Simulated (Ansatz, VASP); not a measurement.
**Two plane-wave programs on PbS**

File INCAR:

```
SYSTEM = PbS
  PREC = Accurate
  ENCUT = 520
  EDIFF = 1E-7
  ISMEAR = 0
  SIGMA = 0.05
  LREAL = .False.
  LASPH = .True.
  NELM = 100
  ALGO = Normal
  ISIF = 2
  LWAVE = .False.
  LCHARG = .True.
  GGA = PE
  LELF = .True.
  LVHAR = .True.
  NBANDS = 17
```

File KPOINTS:

```
Automatic mesh
0
Gamma
  10 10 10
  0 0 0
```

Contents of POSCAR:

```
PbS
1.0
    0.0000000000      3.0045317637      3.0045317637
    3.0045317637      0.0000000000      3.0045317637
    3.0045317637      3.0045317637      0.0000000000
Pb S
1 1
Direct
    0.5332830564      0.4667169436      0.5332830564
    0.0000000000      0.0000000000      0.0000000000
```

Input for Ansatz:

```yaml
crystal:
  lattice:
    - [0.0, 3.0045317637, 3.0045317637]
    - [3.0045317637, 0.0, 3.0045317637]
    - [3.0045317637, 3.0045317637, 0.0]
  atoms:
    - { symbol: Pb, position: [0.5332830564, 0.4667169436, 0.5332830564] }
    - { symbol: S, position: [0.0, 0.0, 0.0] }
basis:
  ecutwfc: 420
  ecutrho_ratio: 4
kpoints:
  mp_grid: { grid: [10, 10, 10] }
hamiltonian:
  xc: pbe
scf:
  occupations: { method: gaussian, width: 0.05 }
output:
  forces: true
  stress: true
  eigenvalues: true
  write_density: true
  write_potential: true
  elf: true
  volumetric_format: npy
```

Alike in both runs: task single point; functional PBE; k mesh 10 × 10 × 10; occupations gaussian, width 0.05 eV; no spin polarisation.

|  | VASP | Ansatz |
| --- | --- | --- |
| version | VASP 6.6.1 | Ansatz 0.2.0 |
| potentials or method | VASP PAW PBE potentials, release 64 (Pb_d, S), cutoff 520 eV | scalar-relativistic, plane waves, PAW |
| valence electrons in the cell | 20 | 20 |

```tsv
	VASP	Ansatz	Ansatz less VASP
gap on the k mesh at the Fermi level (eV)	0.77	0.77	-0.005
least direct gap on the mesh (eV)	0.77	0.77	-0.005
pressure (GPa)	0.5	0.6	+0.07
traceless stress, the component that is largest in VASP (GPa)	0.93	0.93	-0.004
rms of the force components (eV/Å)	0.075	0.074	-0.0009
```

Atom by atom the forces differ by 0.001 eV/Å (rms over components). The functional is the same, so the differences come from potentials, cutoffs and numerics.

Spin-orbit coupling is off throughout.
